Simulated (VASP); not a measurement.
# Li3H2 in VASP: notebook, part 3 of 3

VASP 6.6.1. Earlier steps stand in the parts before.

## Step 4: Relaxation of cell and atoms, PBE

This run uses another cell than the first one, of 8.58 Å³/atom.

INCAR

```
SYSTEM = Li3H2
PREC = Accurate
ENCUT = 600
EDIFF = 1E-7
ISMEAR = 0
SIGMA = 0.2
LREAL = .False.
LASPH = .True.
NELM = 100
ALGO = Normal
ISIF = 3
LWAVE = .False.
LCHARG = .False.
GGA = PE
IBRION = 2
NSW = 36
EDIFFG = -0.08
```

KPOINTS

```
Automatic mesh
0
Gamma
  4 4 4
  0 0 0
```

POSCAR

```
Li3H2
1.0
    4.0937828800     -2.4201743100      0.0000000000
    4.0937828800      2.4201743100      0.0000000000
    0.0000000000      0.0000000000      4.3324952800
Li H
6 4
Direct
    0.7474999900      0.2525000100      0.5000000000
    0.2525000100      0.7474999900      0.0000000000
    0.5786999900      0.8391000200      0.4198000100
    0.4213000100      0.1608999800      0.9198000100
    0.8391000200      0.5786999900      0.9198000100
    0.1608999800      0.4213000100      0.4198000100
    0.4959999800      0.1747999900      0.5665000100
    0.5040000200      0.8252000100      0.0665000100
    0.1747999900      0.4959999800      0.0665000100
    0.8252000100      0.5040000200      0.5665000100
```

Potentials or basis: VASP PAW PBE potentials, release 64 (Li_sv, H).

Launch:

```console
$ cat potpaw_PBE.64/Li_sv/POTCAR potpaw_PBE.64/H/POTCAR > POTCAR
$ mpirun -np 1 vasp_std > vasp.out
```

OUTCAR:

```text
SYSTEM = Li3H2
   PREC = Accurate
   ENCUT = 600
   EDIFF = 1E-7
   ISMEAR = 0
   LREAL = .False.
   LASPH = .True.
   NELM = 100
   ISIF = 3
   GGA = PE
   IBRION = 2
   NSW = 36
   EDIFFG = -0.08

 ion  position               nearest neighbor table
   1  0.747  0.253  0.500-   7 1.44  10 1.44   3 2.48   6 2.48   3 2.53   6 2.53   4 2.56   5 2.56

   2  0.253  0.747  0.000-   8 1.44   9 1.44   4 2.48   5 2.48   5 2.53   4 2.53   6 2.56   3 2.56

   3  0.579  0.839  0.420-   8 1.58   7 1.58  10 1.59   1 2.48   5 2.51   5 2.51   6 2.51   6 2.51
                             1 2.53   4 2.55   4 2.55   2 2.56
   4  0.421  0.161  0.920-   7 1.58   8 1.58   9 1.59   2 2.48   6 2.51   6 2.51   5 2.51   5 2.51
                             2 2.53   3 2.55   3 2.55   1 2.56
   5  0.839  0.579  0.920-  10 1.58   9 1.58   8 1.59   2 2.48   3 2.51   3 2.51   4 2.51   4 2.51
                             2 2.53   6 2.55   6 2.55   1 2.56
   6  0.161  0.421  0.420-   9 1.58  10 1.58   7 1.59   1 2.48   4 2.51   4 2.51   3 2.51   3 2.51
                             1 2.53   5 2.55   5 2.55   2 2.56
   7  0.496  0.175  0.567-   1 1.44   4 1.58   3 1.58   6 1.59
   8  0.504  0.825  0.067-   2 1.44   3 1.58   4 1.58   5 1.59
   9  0.175  0.496  0.067-   2 1.44   6 1.58   5 1.58   4 1.59
  10  0.825  0.504  0.567-   1 1.44   5 1.58   6 1.58   3 1.59

  LATTYP: Found a base centered orthorhombic cell.
 ALAT       =     4.8403486200
 B/A-ratio  =     1.6915239795
 C/A-ratio  =     0.8950791813

  Lattice vectors:

 A1 = (  -4.0937828800,  -2.4201743100,   0.0000000000)
 A2 = (   4.0937828800,  -2.4201743100,   0.0000000000)
 A3 = (   0.0000000000,   0.0000000000,   4.3324952800)

Analysis of symmetry for initial positions (statically):
=====================================================================
 Subroutine PRICEL returns:
 Original cell was already a primitive cell.

 Routine SETGRP: Setting up the symmetry group for a
 base centered orthorhombic supercell.

 Subroutine GETGRP returns: Found  4 space group operations
 (whereof  2 operations were pure point group operations)
 out of a pool of  8 trial point group operations.

The static configuration has the point symmetry C_1h.
 The point group associated with its full space group is C_2v.

Analysis of symmetry for dynamics (positions and initial velocities):
=====================================================================
 Subroutine PRICEL returns:
 Original cell was already a primitive cell.

 Routine SETGRP: Setting up the symmetry group for a
 base centered orthorhombic supercell.

 Subroutine GETGRP returns: Found  4 space group operations
 (whereof  2 operations were pure point group operations)
 out of a pool of  8 trial point group operations.

The dynamic configuration has the point symmetry C_1h.
 The point group associated with its full space group is C_2v.

 Subroutine INISYM returns: Found  4 space group operations
 (whereof  2 operations are pure point group operations),
 and found     1 'primitive' translations

----------------------------------------------------------------------------------------

                                     Primitive cell

  volume of cell :      85.8499

  direct lattice vectors                    reciprocal lattice vectors
     4.093782880 -2.420174310  0.000000000     0.122136424 -0.206596689  0.000000000
     4.093782880  2.420174310  0.000000000     0.122136424  0.206596689  0.000000000
[... 90 lines left out ...]
   ICHARG =      2    charge: 1-file 2-atom 10-const
   ISPIN  =      1    spin polarized calculation?
   LNONCOLLINEAR =      F non collinear calculations
   LSORBIT =      F    spin-orbit coupling
   LASPH  =      T    aspherical Exc in radial PAW
   ENCUT  =  600.0 eV  44.10 Ry    6.64 a.u.   9.50  9.50  8.65*2*pi/ulx,y,z
   NELM   =    100;   NELMIN=  2; NELMDL= -5     # of ELM steps
   EDIFF  = 0.1E-06   stopping-criterion for ELM
   LREAL  =      F    real-space projection
   EDIFFG = -.8E-01   stopping-criterion for IOM
   NSW    =     36    number of steps for IOM
   IBRION =      2    ionic relax: 0-MD 1-quasi-New 2-CG
   NFREE  =      1    steps in history (QN), initial steepest desc. (CG)
   ISIF   =      3    stress and relaxation
   ISYM   =      2    0-nonsym 1-usesym 2-fastsym
   POTIM  = 0.5000    time-step for ionic-motion
   TEBEG  =    0.0;   TEEND  =   0.0 temperature during run
   PSTRESS=    0.0 pullay stress
   NELECT =      22.0000    total number of electrons
   NUPDOWN=      -1.0000    fix difference up-down
   EMIN   =  10.00;   EMAX   =-10.00  energy-range for DOS
   EFERMI =   0.00;   METHOD = LEGACY
   ISMEAR =     0;   SIGMA  =   0.20  broadening in eV -4-tet -1-fermi 0-gaus
   EFERMI_NEDOS =   21; number of points for ismear=-14 and -15
   IALGO  =     38    algorithm
   IMIX   =      4    mixing-type and parameters
     AMIX     =   0.40;   BMIX     =  1.00
     AMIX_MAG =   1.60;   BMIX_MAG =  1.00
  volume/ion in A,a.u.               =       8.58        57.93
  Fermi-wavevector in a.u.,A,eV,Ry     =   1.039846  1.965025 14.711716  1.081281
  Thomas-Fermi vector in A             =   2.174395
   LORBIT       =      0    0 simple, 1 ext, 2 COOP (PROOUT), +10 PAW based schemes
   GGA     = PE    functional components
   LHFCALC =     F    Hartree Fock is set to
   AEXX    =    0.0000 exact exchange contribution
   IVDW    =     0    specifies the selected vdW correction
   LEPSILON=     F    determine dielectric tensor
   LRPA    =     F    only Hartree local field effects (RPA)
 conjugate gradient relaxation of ions
 non-spin polarized calculation
 Gauss-broadening in eV      SIGMA  =   0.20
  energy-cutoff  :      600.00
  volume of cell :       85.85
 maximum number of plane-waves:      2882
 NGX is ok and might be reduce to    40
   NGX = 19   NGY = 19   NGZ = 17

--------------------------------------- Ionic step        1  -------------------------------------------

 number of electron      21.9999992 magnetization

 Free energy of the ion-electron system (eV)
  ---------------------------------------------------
  ext. energy  EPLUGINS =         0.00000000
  ---------------------------------------------------
  free energy    TOTEN  =       -24.92378812 eV

  energy without entropy =      -24.90329027  energy(sigma->0) =      -24.91353920

------------------------ aborting loop because EDIFF is reached ----------------------------------------

  FORCE on cell =-STRESS in cart. coord.  units (eV):
  Direction    XX          YY          ZZ          XY          YZ          ZX
  --------------------------------------------------------------------------------------
  -------------------------------------------------------------------------------------
  Total       13.7307065      9.8822455      8.4532022      0.0000000      0.0000000      0.0000000
  in kB      256.2500278    184.4279237    157.7583285      0.0000000      0.0000000      0.0000000
  external PRESSURE =     199.4787600 kB  Pullay stress =       0.0000000 kB
[... 31 lines left out ...]
--------------------------------------- Ionic step        2  -------------------------------------------

 number of electron      21.9999969 magnetization

 E-fermi :   1.6678     XC(G=0):  -7.9187

 val. band max:        1.5207603079   @ k =   0.2500  -0.0000   0.0000
 cond. band min:       1.6826248077   @ k =   0.5000  -0.0000   0.2500
 fundamental gap:      0.1618644998
 Fermi energy:         1.6678218326

 k-point     1 :       0.0000    0.0000    0.0000
  band No.  band energies     occupation
      1     -44.4617      2.00000
      2     -44.4502      2.00000
      3     -44.3216      2.00000
      4     -44.2630      2.00000
      5     -44.2598      2.00000
      6     -44.2588      2.00000
[... 490 lines left out ...]
  FREE ENERGIE OF THE ION-ELECTRON SYSTEM (eV)
  ---------------------------------------------------
  free  energy   TOTEN  =       -27.1636917809 eV

  energy  without entropy=      -27.1333543870  energy(sigma->0) =      -27.14852308

[... ionic steps 4 to 9 ...]

--------------------------------------- Ionic step       10  -------------------------------------------

 number of electron      22.0000007 magnetization

------------------------ aborting loop because EDIFF is reached ----------------------------------------
[... 83 lines left out ...]
--------------------------------------- Ionic step       12  -------------------------------------------

 number of electron      22.0000010 magnetization

 Free energy of the ion-electron system (eV)
  ---------------------------------------------------
  ext. energy  EPLUGINS =         0.00000000
  ---------------------------------------------------
  free energy    TOTEN  =       -27.40994296 eV

  energy without entropy =      -27.38297229  energy(sigma->0) =      -27.39645762

 E-fermi :   0.9280     XC(G=0):  -7.3524

 val. band max:        0.7744875225   @ k =   0.2500  -0.0000   0.0000
 cond. band min:       1.0468512481   @ k =   0.2500   0.2500   0.5000
 fundamental gap:      0.2723637256
 Fermi energy:         0.9280087643

 k-point     1 :       0.0000    0.0000    0.0000
  band No.  band energies     occupation
      1     -45.4980      2.00000
      2     -45.4939      2.00000
      3     -45.3718      2.00000
      4     -45.3518      2.00000
      5     -45.3481      2.00000
      6     -45.3467      2.00000
[... 446 lines left out ...]
  FREE ENERGIE OF THE ION-ELECTRON SYSTEM (eV)
  ---------------------------------------------------
  free  energy   TOTEN  =       -27.4099429612 eV

  energy  without entropy=      -27.3829722884  energy(sigma->0) =      -27.39645762

 reached required accuracy - stopping structural energy minimisation
```

Wall time 6.4 min (1 thread of Intel Xeon Platinum 8259CL at 2.50GHz (Skylake/Cascade Lake), shared host); peak memory 0.23 GiB.

What came out:

| Property | Result |
| --- | --- |
| Free energy | -27.4099 eV |
| Relaxed volume | 12.36 Å³/atom |
| Relaxed cell | a = 5.408 Å, b = 5.408 Å, c = 4.791 Å, α = 90.00°, β = 90.00°, γ = 61.93° |
| Space group after relaxing (to 0.1 Å) | Cmc2_1 (No. 36) |
| Energy gained by relaxing | 248.6 meV/atom |
| Ionic steps | 12 |
| Pressure after relaxing | 0.1 GPa |
| Largest force after relaxing | 0.075 eV/Å |
| Band gap on the k mesh | zero (bands 11 and 12 overlap by 1.44 eV) |

Forces in eV/Å, atoms in the order of the input:
```
Li   0.000  0.006 -0.043
Li   0.000 -0.006 -0.043
Li  -0.011  0.067  0.011
Li   0.011 -0.067  0.011
Li  -0.011 -0.067  0.011
Li   0.011  0.067  0.011
H    0.001 -0.074  0.011
H   -0.001  0.074  0.011
H    0.001  0.074  0.011
H   -0.001 -0.074  0.011
```

Stress tensor (GPa, compression positive):
```
-0.12  0.00  0.00
 0.00  0.18  0.00
 0.00  0.00  0.16
```

Step by step:
```csv
step,energy change (eV),largest force (eV/Å),pressure (GPa),volume (Å³)
1,0.0000,1.5624,19.95,85.85
2,-1.5713,0.6725,9.75,99.81
3,-2.2399,0.2576,3.24,115.67
4,-2.3144,0.2996,1.22,122.80
5,-2.3172,0.3111,0.77,124.59
6,-2.3833,0.1967,0.13,126.78
7,-2.4113,0.1482,-0.55,129.51
8,-2.4295,0.1232,-0.42,128.60
9,-2.4502,0.1302,-0.03,126.13
10,-2.4642,0.1023,0.04,125.37
11,-2.4759,0.1352,0.19,123.73
12,-2.4862,0.0751,0.07,123.63
```

Final structure:
```
Li H
1.0
     4.63739   -2.78230    0.00000
     4.63739    2.78230    0.00000
     0.00000    0.00000    4.79103
Li H
6 4
Direct
  0.79901 0.20099 0.49255
  0.20099 0.79901 0.99255
  0.54132 0.84414 0.43122
  0.45868 0.15586 0.93122
  0.84414 0.54132 0.93122
  0.15586 0.45868 0.43122
  0.47591 0.18782 0.55880
  0.52409 0.81218 0.05880
  0.18782 0.47591 0.05880
  0.81218 0.52409 0.55880
```

Caveat: the k points lie up to 0.33 Å⁻¹ apart in the final cell, too coarse for converged energies and pressures of a metal; the cutoff is under 1.25 times the usual one of these potentials, so pressure, stress and relaxed cells hold a basis-set (Pulay) error; the volume moved by over 15 % at a fixed basis, so the end points are rough; the relaxation stopped at a loose force limit of 0.08 eV/Å, so its end isn't a converged minimum.

## Step 5: Relaxation of cell and atoms, PBE

This run uses another cell than the first one, of 12.39 Å³/atom.

INCAR

```
ALGO     = Normal         # electronic algorithm
EDIFF    = 1E-6           # SCF threshold, eV
EDIFFG   = -0.01          # ionic threshold
ENCUT    = 600            # plane-wave cutoff, eV
GGA      = PE             # functional
IBRION   = 2              # ionic algorithm
ISIF     = 3              # what is computed and relaxed
ISMEAR   = 0              # smearing method
LASPH    = True           # aspherical terms in the spheres
LCHARG   = False          # write CHGCAR
LREAL    = False          # projectors in reciprocal space
LWAVE    = False          # write WAVECAR
NELM     = 60             # most SCF steps
NSW      = 100            # ionic steps
PREC     = Accurate       # precision mode
SIGMA    = 0.1            # smearing width, eV
```

KPOINTS

```
k-points
0
Gamma
  6 6 6
```

POSCAR

```
Li3H2
1.0
    4.6279265158     -2.7912460799      0.0000000000
    4.6279265158      2.7912460799      0.0000000000
    0.0000000000      0.0000000000      4.7972425920
Li H
6 4
Direct
    0.2049472850      0.7950527150      0.5204799604
    0.7950527150      0.2049472850      0.0204799604
    0.8468977381      0.5356706021      0.5640337141
    0.1531022619      0.4643293979      0.0640337141
    0.5356706021      0.8468977381      0.0640337141
    0.4643293979      0.1531022619      0.5640337141
    0.1886883378      0.4790199211      0.4394262857
    0.8113116622      0.5209800789      0.9394262857
    0.4790199211      0.1886883378      0.9394262857
    0.5209800789      0.8113116622      0.4394262857
```

Launch:

```console
$ cat potpaw_PBE.64/Li_sv/POTCAR potpaw_PBE.64/H/POTCAR > POTCAR
$ mpirun -np 1 vasp_std > vasp.out
```

Run time: 12 min. Hardware: 1 thread of Intel Xeon 8259CL, shared host; peak memory 0.35 GiB.

The run converged. Its results:

- Free energy: -27.4681 eV
- Relaxed volume: 12.57 Å³/atom
- Relaxed cell: a = 5.448 Å, b = 5.448 Å, c = 4.811 Å, α = 90.00°, β = 90.00°, γ = 61.65°
- Space group after relaxing (to 0.1 Å): Cmc2_1 (No. 36)
- Energy gained by relaxing: 0.9 meV/atom
- Ionic steps: 9
- Pressure after relaxing: 0.0 GPa
- Largest force after relaxing: 0.009 eV/Å
- Band gap on the k mesh: zero (bands 11 and 12 overlap by 1.55 eV)

Forces on the atoms (eV/Å):
```
Li   0.000  0.009 -0.001
Li   0.000 -0.009 -0.001
Li   0.004  0.003  0.000
Li  -0.004 -0.003  0.000
Li   0.004 -0.003  0.000
Li  -0.004  0.003  0.000
H    0.002  0.001  0.000
H   -0.002 -0.001  0.000
H    0.002 -0.001  0.000
H   -0.002  0.001  0.000
```

Step by step:
| step | energy change (eV) | largest force (eV/Å) | pressure (GPa) | volume (Å³) |
| --- | --- | --- | --- | --- |
| 1 | 0.0000 | 0.0687 | 0.30 | 123.94 |
| 2 | -0.0027 | 0.0548 | 0.22 | 124.35 |
| 3 | -0.0062 | 0.0383 | 0.03 | 125.39 |
| 4 | -0.0063 | 0.0395 | -0.01 | 125.64 |
| 5 | -0.0071 | 0.0347 | -0.02 | 125.72 |
| 6 | -0.0080 | 0.0212 | -0.05 | 125.95 |
| 7 | -0.0084 | 0.0133 | -0.03 | 125.80 |
| 8 | -0.0085 | 0.0102 | 0.02 | 125.61 |
| 9 | -0.0086 | 0.0086 | 0.01 | 125.67 |

Final structure:
```
Li H
1.0
     4.67836   -2.79177    0.00000
     4.67836    2.79177    0.00000
     0.00000    0.00000    4.81082
Li H
6 4
Direct
  0.20251 0.79749 0.51414
  0.79749 0.20251 0.01414
  0.84539 0.53477 0.56604
  0.15461 0.46523 0.06604
  0.53477 0.84539 0.06604
  0.46523 0.15461 0.56604
  0.18464 0.47832 0.44059
  0.81536 0.52168 0.94059
  0.47832 0.18464 0.94059
  0.52168 0.81536 0.44059
```

Levels at points of the mesh, in eV from the Fermi level:
| k point | band 9 | band 10 | band 11 | band 12 | band 13 | band 14 |
| --- | --- | --- | --- | --- | --- | --- |
| (0.00, 0.00, 0.00) | -3.67 | -3.65 | 0.65 | 0.77 | 0.99 | 1.28 |
| (0.50, 0.00, 0.00) | -3.65 | -3.59 | -0.44 | 0.47 | 2.19 | 2.32 |
| (0.50, 0.50, 0.00) | -3.90 | -3.38 | -1.37 | 2.10 | 2.24 | 2.61 |
| (0.00, 0.00, 0.50) | -3.85 | -3.85 | 0.90 | 0.90 | 2.34 | 2.34 |
| (0.50, 0.00, 0.50) | -4.37 | -4.37 | -0.39 | -0.39 | 2.37 | 2.37 |
| (0.50, 0.50, 0.50) | -4.35 | -4.35 | -0.47 | -0.47 | 2.32 | 2.32 |

Caveat: the cutoff is under 1.25 times the usual one of these potentials, so pressure, stress and relaxed cells hold a basis-set (Pulay) error.

## Step 6: Summary

```tsv
task	cell	k mesh	cutoff (eV)	smearing	gap on the mesh (eV)	pressure (GPa)	relaxed volume (Å³/atom)	largest force (eV/Å)
single point	a = 5.460, b = 5.460, c = 4.825 Å, angles 90.0, 90.0, 61.8°, 10 atoms, atomic positions A	6 × 6 × 6	520	gaussian 0.1 eV	none	-	-	-
single point	a = 4.794, b = 5.462, c = 5.444 Å, angles 117.9, 90.0, 90.1°, 10 atoms, atomic positions B	4 × 4 × 4	520	gaussian 0.2 eV	none	-	-	0.01
relaxation of cell and atoms	relaxed from a = 4.756, b = 4.756, c = 4.332 Å, angles 90.0, 90.0, 61.2°, 10 atoms, atomic positions C	4 × 4 × 4	600	gaussian 0.2 eV	none	0.1	12.36	0.08
relaxation of cell and atoms	relaxed from a = 5.405, b = 5.405, c = 4.797 Å, angles 90.0, 90.0, 62.2°, 10 atoms, atomic positions D	6 × 6 × 6	600	gaussian 0.1 eV	none	0.0	12.57	0.01
```

Alike in all rows: level PBE; potentials or basis VASP PAW PBE potentials, release 64 (Li_sv, H); no spin polarisation.

Caveats: some runs use coarse meshes; the cutoff is under 1.25 times the usual one of these potentials, so pressure, stress and relaxed cells hold a basis-set (Pulay) error; the volume moved by over 15 % at a fixed basis, so the end points are rough (at least some runs); the relaxation stopped at a loose force limit of 0.08 eV/Å, so its end isn't a converged minimum (at least some runs).

Total energies depend on the potentials used, so only differences within one code and one set of settings carry meaning.
